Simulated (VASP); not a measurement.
FeS2:

```
Fe S
1.0
     5.40335    0.00000    0.00000
     0.00000    5.40335    0.00000
     0.00000    0.00000    5.40335
Fe S
4 8
Cartesian
  0.0000 2.7017 2.7017
  2.7017 2.7017 0.0000
  2.7017 0.0000 2.7017
  0.0000 0.0000 0.0000
  2.0676 0.6341 4.7693
  0.6341 4.7693 2.0676
  4.7693 2.0676 0.6341
  3.3357 3.3357 3.3357
  2.0676 2.0676 2.0676
  0.6341 3.3357 4.7693
  4.7693 0.6341 3.3357
  3.3357 4.7693 0.6341
```

- Program: VASP 6.6.1
- Task: relaxation of cell and atoms
- Functional: PBEsol
- Potentials or basis: VASP PAW PBE potentials, release 64 (Fe, S)
- Cutoff: 600 eV
- k mesh: 4 × 4 × 4
- Occupations: fermi-dirac, width 0.02 eV
- Spin: no spin polarisation

At the start: pressure -6.8 GPa; volume 13.15 Å³/atom.

Question: How do energy, volume and symmetry change on relaxing?

Answer: Over 8 steps the energy falls by 12.0 meV/atom and the volume is 12.61 Å³/atom (-4.1 %); space group Pa-3 (No. 205, to 0.1 Å) before and after.

Step by step:
```csv
step,energy change (eV),largest force (eV/Å),pressure (GPa),volume (Å³)
1,0.0000,0.0336,-6.81,157.76
2,0.0054,0.1101,8.19,145.33
3,-0.1423,0.0724,-0.03,151.39
4,-0.1423,0.0734,0.13,151.27
5,-0.1434,0.0172,0.12,151.24
6,-0.1435,0.0016,0.12,151.23
7,-0.1435,0.0000,-0.12,151.43
8,-0.1435,0.0007,0.01,151.33
```

Final structure:
```xyz
12
Lattice="5.3290 0.0000 0.0000 0.0000 5.3290 0.0000 0.0000 0.0000 5.3290" Properties=species:S:1:pos:R:3 pbc="T T T"
Fe    0.0000    2.6645    2.6645
Fe    2.6645    2.6645    0.0000
Fe    2.6645    0.0000    2.6645
Fe    0.0000    0.0000    0.0000
S     2.0363    0.6282    4.7008
S     0.6282    4.7008    2.0363
S     4.7008    2.0363    0.6282
S     3.2927    3.2927    3.2927
S     2.0363    2.0363    2.0363
S     0.6282    3.2927    4.7008
S     4.7008    0.6282    3.2927
S     3.2927    4.7008    0.6282
```

Caveat: the PAW data sets were made with another functional, which shifts forces and pressure a little.
